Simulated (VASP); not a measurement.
# ZnS (P6_3mc) in VASP: further runs

Runs on ZnS. Level: PBE. Tasks: single point.

All numbers are computed with VASP 6.6.1; they aren't measurements. Logs are shortened: lines on timing, memory, paths and dates and some standing lists are left out, and cuts for length are marked.

## (1) The cell of the first run

Symmetry: P6_3mc, No. 186, hexagonal system. The conventional cell has a = 3.619 Å, b = 3.619 Å, c = 7.119 Å, α = 90.00°, β = 90.00°, γ = 120.00°. Zn (site symmetry 3m) has 4 S at 2.24 to 2.76 Å within 3.0 Å. Within 3.0 Å of S (site symmetry 3m) lie 4 Zn at 2.24 to 2.76 Å.

## (2) Single point, PBE

File INCAR:

```
SYSTEM = ZnS
  PREC = Accurate
  ENCUT = 520
  EDIFF = 1E-6
  ISMEAR = 0
  SIGMA = 0.05
  LREAL = .False.
  LASPH = .True.
  NELM = 100
  ALGO = Normal
  ISIF = 2
  LWAVE = .False.
  LCHARG = .False.
  GGA = PE
  NBANDS = 26
```

File KPOINTS:

```
Automatic mesh
0
Gamma
  9 9 4
  0 0 0
```

File POSCAR:

```
ZnS
1.0
    3.6187887550      0.0000000000      0.0000000000
   -1.8093943775      3.1339629928      0.0000000000
    0.0000000000      0.0000000000      7.1185193600
Zn S
2 2
Direct
    0.3333333333      0.6666666667      0.0052003725
    0.6666666667      0.3333333333      0.5052003725
    0.3333333333      0.6666666667      0.3930140371
    0.6666666667      0.3333333333      0.8930140371
```

Potentials or basis: VASP PAW PBE potentials, release 64 (Zn, S).

Run with:

```console
> cat potpaw_PBE.64/Zn/POTCAR potpaw_PBE.64/S/POTCAR > POTCAR
> mpirun -np 1 vasp_std > vasp.out
```

OUTCAR:

```text
SYSTEM = ZnS
   PREC = Accurate
   ENCUT = 520
   EDIFF = 1E-6
   ISMEAR = 0
   LREAL = .False.
   LASPH = .True.
   NELM = 100
   ISIF = 2
   GGA = PE

 ion  position               nearest neighbor table
   1  0.333  0.667  0.005-   4 2.24   4 2.24   4 2.24   3 2.76
   2  0.667  0.333  0.505-   3 2.24   3 2.24   3 2.24   4 2.76
   3  0.333  0.667  0.393-   2 2.24   2 2.24   2 2.24   1 2.76
   4  0.667  0.333  0.893-   1 2.24   1 2.24   1 2.24   2 2.76

  LATTYP: Found a hexagonal cell.
 ALAT       =     3.6187887550
 C/A-ratio  =     1.9671000000

  Lattice vectors:

 A1 = (   3.6187887550,   0.0000000000,   0.0000000000)
 A2 = (  -1.8093943775,   3.1339629928,   0.0000000000)
 A3 = (   0.0000000000,   0.0000000000,   7.1185193600)

Analysis of symmetry for initial positions (statically):
=====================================================================
 Subroutine PRICEL returns:
 Original cell was already a primitive cell.

 Routine SETGRP: Setting up the symmetry group for a
 hexagonal supercell.

 Subroutine GETGRP returns: Found 12 space group operations
 (whereof  6 operations were pure point group operations)
 out of a pool of 24 trial point group operations.

The static configuration has the point symmetry C_3v.
 The point group associated with its full space group is C_6v.

Analysis of symmetry for dynamics (positions and initial velocities):
=====================================================================
 Subroutine PRICEL returns:
 Original cell was already a primitive cell.

 Routine SETGRP: Setting up the symmetry group for a
 hexagonal supercell.

 Subroutine GETGRP returns: Found 12 space group operations
 (whereof  6 operations were pure point group operations)
 out of a pool of 24 trial point group operations.

The dynamic configuration has the point symmetry C_3v.
 The point group associated with its full space group is C_6v.

 Subroutine INISYM returns: Found 12 space group operations
 (whereof  6 operations are pure point group operations),
 and found     1 'primitive' translations

----------------------------------------------------------------------------------------

                                     Primitive cell
[... 90 lines left out ...]
   LNONCOLLINEAR =      F non collinear calculations
   LSORBIT =      F    spin-orbit coupling
   LASPH  =      T    aspherical Exc in radial PAW
   ENCUT  =  520.0 eV  38.22 Ry    6.18 a.u.   6.73  6.73 13.24*2*pi/ulx,y,z
   NELM   =    100;   NELMIN=  2; NELMDL= -5     # of ELM steps
   EDIFF  = 0.1E-05   stopping-criterion for ELM
   LREAL  =      F    real-space projection
   EDIFFG = 0.1E-04   stopping-criterion for IOM
   NSW    =      0    number of steps for IOM
   IBRION =     -1    ionic relax: 0-MD 1-quasi-New 2-CG
   NFREE  =      0    steps in history (QN), initial steepest desc. (CG)
   ISIF   =      2    stress and relaxation
   ISYM   =      2    0-nonsym 1-usesym 2-fastsym
   POTIM  = 0.5000    time-step for ionic-motion
   TEBEG  =    0.0;   TEEND  =   0.0 temperature during run
   PSTRESS=    0.0 pullay stress
   NELECT =      36.0000    total number of electrons
   NUPDOWN=      -1.0000    fix difference up-down
   EMIN   =  10.00;   EMAX   =-10.00  energy-range for DOS
   EFERMI =   0.00;   METHOD = LEGACY
   ISMEAR =     0;   SIGMA  =   0.05  broadening in eV -4-tet -1-fermi 0-gaus
   EFERMI_NEDOS =   21; number of points for ismear=-14 and -15
   IALGO  =     38    algorithm
   IMIX   =      4    mixing-type and parameters
     AMIX     =   0.40;   BMIX     =  1.00
     AMIX_MAG =   1.60;   BMIX_MAG =  1.00
  volume/ion in A,a.u.               =      20.18       136.20
  Fermi-wavevector in a.u.,A,eV,Ry     =   1.250720  2.363518 21.283599  1.564300
  Thomas-Fermi vector in A             =   2.384701
   LORBIT       =      0    0 simple, 1 ext, 2 COOP (PROOUT), +10 PAW based schemes
   GGA     = PE    functional components
   LHFCALC =     F    Hartree Fock is set to
   AEXX    =    0.0000 exact exchange contribution
   IVDW    =     0    specifies the selected vdW correction
   LEPSILON=     F    determine dielectric tensor
   LRPA    =     F    only Hartree local field effects (RPA)
 non-spin polarized calculation
 Gauss-broadening in eV      SIGMA  =   0.05
  energy-cutoff  :      520.00
  volume of cell :       80.73
 maximum number of plane-waves:      2198
 NGX is ok and might be reduce to    28

 number of electron      36.0000001 magnetization

 Free energy of the ion-electron system (eV)
  ---------------------------------------------------
  ext. energy  EPLUGINS =         0.00000000
  ---------------------------------------------------
  free energy    TOTEN  =       -12.97708097 eV

  energy without entropy =      -12.97708097  energy(sigma->0) =      -12.97708097

 E-fermi :   2.4566     XC(G=0):  -9.4826

 val. band max:        2.1929968196   @ k =   0.0000   0.0000   0.0000
 cond. band min:       3.7080784798   @ k =   0.0000   0.0000   0.0000
 fundamental gap:      1.5150816603
 Fermi energy:         2.4566169520

 k-point     1 :       0.0000    0.0000    0.0000
  band No.  band energies     occupation
      1     -11.2576      2.00000
      2     -10.7750      2.00000
      3      -4.5643      2.00000
      4      -4.5643      2.00000
      5      -4.5349      2.00000
      6      -4.5348      2.00000
[... 685 lines left out ...]
     25      11.9590      0.00000
     26      11.9617      0.00000

 [... further k-points ...]

------------------------ aborting loop because EDIFF is reached ----------------------------------------

  FORCE on cell =-STRESS in cart. coord.  units (eV):
  Direction    XX          YY          ZZ          XY          YZ          ZX
  --------------------------------------------------------------------------------------
  -------------------------------------------------------------------------------------
  Total        6.0446261      6.0446261     -3.5087597      0.0000000      0.0000000      0.0000000
  in kB      119.9591157    119.9591157    -69.6333751      0.0000000      0.0000000      0.0000000
  external PRESSURE =      56.7616188 kB  Pullay stress =       0.0000000 kB

 VOLUME and BASIS-vectors are now :
 -----------------------------------------------------------------------------
  energy-cutoff  :      520.00
  volume of cell :       80.73
      direct lattice vectors                 reciprocal lattice vectors
     3.618788755  0.000000000  0.000000000     0.276335555  0.159542407  0.000000000
    -1.809394378  3.133962993  0.000000000     0.000000000  0.319084814  0.000000000
     0.000000000  0.000000000  7.118519360     0.000000000  0.000000000  0.140478651

 POSITION                                       TOTAL-FORCE (eV/Angst)
 -----------------------------------------------------------------------------------
     -0.00000      2.08931      0.03702        -0.000000      0.000000      0.613668
      1.80939      1.04465      3.59628         0.000000      0.000000      0.613668
     -0.00000      2.08931      2.79768        -0.000000      0.000000     -0.613668
      1.80939      1.04465      6.35694         0.000000     -0.000000     -0.613668
 -----------------------------------------------------------------------------------
    total drift:                               -0.000000     -0.000000      0.000677

  FREE ENERGIE OF THE ION-ELECTRON SYSTEM (eV)
  ---------------------------------------------------
  free  energy   TOTEN  =       -12.9770809682 eV

  energy  without entropy=      -12.9770809682  energy(sigma->0) =      -12.97708097
```

OSZICAR:

```text
N       E                     dE             d eps       ncg     rms          rms(c)
DAV:   1     0.244988365041E+03    0.24499E+03   -0.17024E+04  1872   0.166E+03
DAV:   2     0.111026594063E+02   -0.23389E+03   -0.22330E+03  1944   0.349E+02
DAV:   3    -0.133756541845E+02   -0.24478E+02   -0.24225E+02  2222   0.112E+02
DAV:   4    -0.139882979286E+02   -0.61264E+00   -0.61119E+00  2180   0.177E+01
DAV:   5    -0.139979130188E+02   -0.96151E-02   -0.96124E-02  2286   0.219E+00    0.110E+01
DAV:   6    -0.129972295469E+02    0.10007E+01   -0.18053E+00  2842   0.387E+01    0.833E+00
DAV:   7    -0.129892155531E+02    0.80140E-02   -0.15540E+00  2004   0.720E+00    0.336E+00
DAV:   8    -0.129764377290E+02    0.12778E-01   -0.60669E-02  2312   0.211E+00    0.103E+00
DAV:   9    -0.129767624158E+02   -0.32469E-03   -0.14428E-02  2532   0.143E+00    0.267E-01
DAV:  10    -0.129768714923E+02   -0.10908E-03   -0.87811E-04  2200   0.451E-01    0.106E-01
DAV:  11    -0.129770811008E+02   -0.20961E-03   -0.36958E-04  1970   0.192E-01    0.602E-02
DAV:  12    -0.129770764876E+02    0.46132E-05   -0.61359E-05  2370   0.975E-02    0.268E-02
DAV:  13    -0.129770778413E+02   -0.13536E-05   -0.75010E-06  2138   0.183E-02    0.278E-02
DAV:  14    -0.129770808974E+02   -0.30562E-05   -0.62105E-06  1946   0.115E-02    0.761E-03
DAV:  15    -0.129770809682E+02   -0.70750E-07   -0.45720E-07  1554   0.855E-03
   1 F= -.12977081E+02 E0= -.12977081E+02  d E =-.147304E-15
```

stdout:

```text
POSCAR found type information on POSCAR ZnS
 POSCAR found :  2 types and       4 ions
 scaLAPACK will be used
 LDA part: xc-table for (Slater+PW92), standard interpolation
 POSCAR, INCAR and KPOINTS ok, starting setup
 FFT: planning ... GRIDC
 FFT: planning ... GRID_SOFT
 FFT: planning ... GRID
 WAVECAR not read
 entering main loop
```

Wall time 1.8 min (1 thread of Intel Xeon 8259CL, shared host); peak memory 0.23 GiB.

Results:

| Property | Result |
| --- | --- |
| Free energy | -12.9771 eV |
| Pressure | 5.7 GPa |
| Largest force | 0.614 eV/Å |
| Band gap on the k mesh | 1.52 eV |

Forces on the atoms (eV/Å):
```
Zn   0.000  0.000  0.614
Zn   0.000  0.000  0.614
S    0.000  0.000 -0.614
S    0.000  0.000 -0.614
```

Caveat: the cell stands under pressure; an odd mesh through Γ misses points on the zone boundary, where band edges can lie.

## (3) Single point, PBE

This run uses another cell than the first one, of the same volume but with other edges.

File INCAR:

```
SYSTEM = ZnS
ALGO = Normal
EDIFF = 1E-6
ENCUT = 520
GGA = PE
ISIF = 2
ISMEAR = 0
LASPH = .TRUE.
LCHARG = .FALSE.
LREAL = .FALSE.
LWAVE = .FALSE.
NBANDS = 26
NELM = 60
PREC = Accurate
SIGMA = 0.05
```

File KPOINTS:

```
k-points
0
G
  9 9 4
  0 0 0
```

File POSCAR:

```
ZnS
1.0
    3.7637158910      0.0000000000      0.0000000000
   -1.8818579455      3.2594735743      0.0000000000
    0.0000000000      0.0000000000      6.5808572354
Zn S
2 2
Direct
    0.3333333333      0.6666666667      0.0052003725
    0.6666666667      0.3333333333      0.5052003725
    0.3333333333      0.6666666667      0.3401405350
    0.6666666667      0.3333333333      0.8401405350
```

Potentials or basis: VASP PAW PBE potentials, release 64 (Zn, S).

Run with:

```console
> cat potpaw_PBE.64/Zn/POTCAR potpaw_PBE.64/S/POTCAR > POTCAR
> mpirun -np 1 vasp_std > vasp.out
```

Run time: 2.1 min. Hardware: 1 thread of Intel Xeon 8259CL, shared host; peak memory 0.22 GiB.

It converged, with:

* Free energy: -13.3845 eV
* Pressure: 0.4 GPa
* Largest force: 1.414 eV/Å
* Band gap on the k mesh: 1.67 eV

Forces on the atoms (eV/Å):
```
Zn   0.000  0.000 -1.414
Zn   0.000  0.000 -1.414
S    0.000  0.000  1.414
S    0.000  0.000  1.414
```

Stress tensor (GPa, compression positive):
```
-0.20  0.00  0.00
 0.00 -0.20  0.00
 0.00  0.00  1.50
```

Levels at points of the mesh, in eV from the valence-band top:
```tsv
k point	band 15	band 16	band 17	band 18	band 19	band 20	band 21	band 22
(0.00, 0.00, 0.00)	-0.89	-0.83	0.00	0.00	1.67	3.73	6.24	6.49
(0.00, 0.00, 0.50)	-0.47	-0.47	-0.47	-0.47	3.69	3.69	6.43	6.43
```

Caveat: forces of over 1 eV/Å act on the atoms, so gaps and moduli don't describe the material at rest.

## (4) Single point, PBE

This run uses another cell than the first one, of the same volume but with other edges.

File INCAR:

```
ALGO = Normal ; EDIFF = 1E-6
ENCUT = 520 ; GGA = PE
ISIF = 2 ; ISMEAR = 0
LASPH = True ; LCHARG = True
LELF = True ; LREAL = False
LVHAR = True ; LWAVE = False
NBANDS = 26 ; NELM = 100
PREC = Accurate ; SIGMA = 0.05
```

File KPOINTS:

```
k-points
0
Gamma
  9 9 4
```

File POSCAR:

```
ZnS
1.0
    3.9350570224      0.0000000000      0.0000000000
   -1.9675285112      3.4078593468      0.0000000000
    0.0000000000      0.0000000000      6.0202437386
Zn S
2 2
Direct
    0.3333333333      0.6666666667      0.0052003725
    0.6666666667      0.3333333333      0.5052003725
    0.3333333333      0.6666666667      0.3665852179
    0.6666666667      0.3333333333      0.8665852179
```

Run with:

```console
> cat potpaw_PBE.64/Zn/POTCAR potpaw_PBE.64/S/POTCAR > POTCAR
> mpirun -np 1 vasp_std > vasp.out
```

Run time: 2.1 min. Hardware: 1 thread of Intel Xeon 8259CL, shared host; peak memory 0.23 GiB.

The run converged. Its results:

```yaml
Free_energy: -13.4387 eV
Pressure: 1.9 GPa
Largest_force: 1.302 eV/Å
Band_gap_on_the_k_mesh: 2.14 eV
```

Forces in eV/Å, atoms in the order of the input:
```
Zn   0.000  0.000 -1.302
Zn   0.000  0.000 -1.302
S    0.000  0.000  1.302
S    0.000  0.000  1.302
```

Stress tensor (GPa, compression positive):
```
-3.19  0.00  0.00
 0.00 -3.19  0.00
 0.00  0.00 12.17
```

Levels at points of the mesh, in eV from the valence-band top:
```
           k point  band 16  band 17  band 18  band 19  band 20  band 21
(0.00, 0.00, 0.00)    -0.04     0.00     0.00     2.14     2.76     6.07
(0.00, 0.00, 0.50)    -0.60    -0.60    -0.60     3.37     3.37     6.57
```

Caveat: forces of over 1 eV/Å act on the atoms, so gaps and moduli don't describe the material at rest.

(Part 1 of 2 ends here.)
